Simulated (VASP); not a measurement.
**BN: single point with r2SCAN50**

BN:

```xyz
4
Lattice="2.4982 0.0000 0.0000 -1.2491 2.1635 0.0000 0.0000 0.0000 6.6357" Properties=species:S:1:pos:R:3 pbc="T T T"
N     1.2491    0.7212    1.6589
N     0.0000    1.4424    4.9768
B     1.2491    0.7212    4.9768
B     0.0000    1.4424    1.6589
```

```yaml
Program: VASP 6.6.1
Task: single point
Functional: r2SCAN50
Potentials_or_basis: VASP PAW PBE potentials, release 64 (N, B)
Cutoff: 520 eV
k_mesh: 6 × 6 × 2
Occupations: fermi-dirac, width 0.05 eV
Spin: no spin polarisation
```

```json
{"Pressure": "-5.1 GPa", "Band gap on the k mesh": "8.69 eV, indirect (least direct gap 9.21 eV)"}
```

Stress tensor (GPa, compression positive):
```
-7.86  0.00  0.00
 0.00 -7.86  0.00
 0.00  0.00  0.43
```

Levels at points of the mesh, in eV from the valence-band top:
```
           k point  band 5  band 6  band 7  band 8  band 9  band 10  band 11  band 12
(0.00, 0.00, 0.00)   -1.74   -1.74   -1.69   -1.69    9.20    15.49    16.94    16.94
(0.50, 0.00, 0.00)   -5.09   -5.01   -1.66   -0.52    8.69    10.41    14.44    14.97
(0.00, 0.00, 0.50)   -1.72   -1.72   -1.72   -1.72   12.01    12.01    17.02    17.02
(0.50, 0.00, 0.50)   -5.05   -5.05   -1.07   -1.07    9.21     9.21    14.98    14.98
```

Run time: 3.2 min on 1 thread of Intel(R) Xeon(R) 6975P-C (Granite Rapids), with other jobs on the host, peak memory 0.16 GiB.

Caveat: the k points lie up to 0.48 Å⁻¹ apart; the PAW data sets were made with another functional, which shifts forces and pressure a little. A k mesh can miss the band edges.
